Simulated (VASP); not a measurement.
Set up this calculation in VASP 6.6.1, as the native input.

| Quantity | Value |
| --- | --- |
| Task | single point |
| Functional | RPBE |
| Dispersion | D4 |
| Potentials or basis | VASP PAW PBE potentials, release 64 (Cl, Li_sv) |
| Cutoff | 520 eV |
| k mesh | 9 × 9 × 9 |
| Occupations | fermi-dirac, width 0.05 eV |
| Spin | no spin polarisation |
| Dipole correction | no |
| Further INCAR settings | ALGO = Normal; EDIFF = 1e-06; NBANDS = 12 |

The structure of LiCl lies in POSCAR:

```
LiCl
1.0
    0.0000000000      2.5498143566      2.5498143566
    2.5498143566      0.0000000000      2.5498143566
    2.5498143566      2.5498143566      0.0000000000
Cl Li
1 1
Direct
    0.5000000000      0.5000000000      0.5000000000
    0.0000000000      0.0000000000      0.0000000000
```

These files were run (other wordings do the same):

INCAR

```
  ALGO = Normal
  EDIFF = 1E-6
  ENCUT = 520
  GGA = RP
  ISIF = 2
  ISMEAR = -1
  IVDW = 13
  LASPH = T
  LCHARG = F
  LREAL = F
  LWAVE = F
  NBANDS = 12
  NELM = 80
  PREC = Accurate
  SIGMA = 0.05
```

KPOINTS

```
k-points
0
Gamma
  9 9 9
```

Potentials or basis: VASP PAW PBE potentials, release 64 (Cl, Li_sv).

Run with:

```sh
$ cat potpaw_PBE.64/Cl/POTCAR potpaw_PBE.64/Li_sv/POTCAR > POTCAR
$ mpirun -np 1 vasp_std > vasp.out
```

It gave:

- Band gap on the k mesh: 6.70 eV
- Dispersion energy per atom: -0.246 eV

Caveat: an odd mesh through Γ misses points on the zone boundary, where band edges can lie.

It took 29 s on 1 thread of Intel Xeon 8259CL (shared host), peak memory 0.15 GiB.
